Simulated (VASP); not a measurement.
Write the native input for VASP 6.6.1 that does the following.

- Task: single point
- Functional: PBEsol
- Potentials or basis: VASP PAW PBE potentials, release 64 (Cd, S)
- Cutoff: 520 eV
- k mesh: 8 × 8 × 8
- Occupations: gaussian, width 0.01 eV
- Spin: no spin polarisation
- Dipole correction: no
- Further INCAR settings: ALGO = Normal; EDIFF = 1e-06; NBANDS = 16

The structure of CdS (Hawleyite) lies in POSCAR:

```
CdS
1.0
    2.8831632023      2.8831632023      0.0000000000
   -2.8831632023      2.8831632023      0.0000000000
    0.0000000000      2.8831632023      2.9544954718
Cd S
1 1
Direct
    0.0000000000      0.0000000000      0.0000000000
    0.7500000000      0.2500000000      0.5000000000
```

This cell differs from its parent crystal: in-plane strain -0.01, then relaxed in part.

These files were run (other wordings do the same):

INCAR

```
SYSTEM = CdS
  PREC = Accurate
  ENCUT = 520
  EDIFF = 1E-6
  ISMEAR = 0
  SIGMA = 0.01
  LREAL = .False.
  LASPH = .True.
  NELM = 80
  ALGO = Normal
  ISIF = 2
  LWAVE = .False.
  LCHARG = .True.
  GGA = PS
  LELF = .True.
  LVHAR = .True.
  NBANDS = 16
```

KPOINTS

```
Automatic mesh
0
Gamma
  8 8 8
  0 0 0
```

Potentials or basis: VASP PAW PBE potentials, release 64 (Cd, S).

Command:

```sh
$ cat potpaw_PBE.64/Cd/POTCAR potpaw_PBE.64/S/POTCAR > POTCAR
$ mpirun -np 1 vasp_std > vasp.out
```

Results of the run:

The pressure is 0.7 GPa. The band gap on the k mesh is 1.00 eV, direct.

Caveat: the cell differs from its parent crystal (in-plane strain -0.01, then relaxed in part); the PAW data sets were made with another functional, which shifts forces and pressure a little.

Wall time 26 s on 1 thread of Intel(R) Xeon(R) Platinum 8488C (Sapphire Rapids), with other jobs on the host, peak memory 0.2 GiB.
